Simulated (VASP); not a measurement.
## Mo2C3: single point with PBE

The system is Mo2C3.

```
Mo C
1.0
     3.61386    0.00000    0.00000
     0.00000    3.61386    0.00000
     0.00000    0.00000    5.44462
Mo C
2 3
Direct
  0.50000 0.00000 0.50000
  0.00000 0.50000 0.50000
  0.00000 0.00000 0.24144
  0.00000 0.00000 0.75856
  0.00000 0.00000 0.00000
```

The cell was built from a structure type or drawn by symmetry, and may not be a known phase.

```yaml
Program: VASP 6.6.1
Task: single point
Functional: PBE
Potentials_or_basis: VASP PAW PBE potentials, release 64 (Mo_sv, C)
Cutoff: 520 eV
k_mesh: 6 × 6 × 4
Occupations: gaussian, width 0.1 eV
Spin: no spin polarisation
```

```json
{
 "Pressure": "0.1 GPa",
 "Largest force": "0.017 eV/Å",
 "Band gap on the k mesh": "zero (bands 20 and 21 overlap by 1.64 eV)"
}
```

Forces in eV/Å, atoms in the order of the input:
```
Mo   0.000  0.000  0.000
Mo   0.000  0.000  0.000
C    0.000  0.000  0.017
C    0.000  0.000 -0.017
C    0.000  0.000  0.000
```

Stress tensor (GPa, compression positive):
```
0.17 0.00 0.00
0.00 0.17 0.00
0.00 0.00 0.02
```

Levels at points of the mesh, in eV from the Fermi level:
```tsv
k point	band 18	band 19	band 20	band 21	band 22	band 23
(0.00, 0.00, 0.00)	-3.81	-2.07	1.15	1.42	1.42	3.91
(0.50, 0.00, 0.00)	-0.77	-0.51	-0.47	-0.06	0.00	1.21
(0.50, 0.50, 0.00)	-1.33	-1.33	0.32	0.32	1.57	1.57
(0.00, 0.00, 0.50)	-0.69	-0.69	-0.47	-0.47	1.33	1.84
(0.50, 0.00, 0.50)	-0.77	-0.60	-0.22	-0.09	0.07	0.32
(0.50, 0.50, 0.50)	-2.12	-2.12	0.54	0.54	2.22	2.31
```

It took 23 s on 1 thread of Intel(R) Xeon(R) 6975P-C (Granite Rapids) (shared host), peak memory 0.19 GiB.
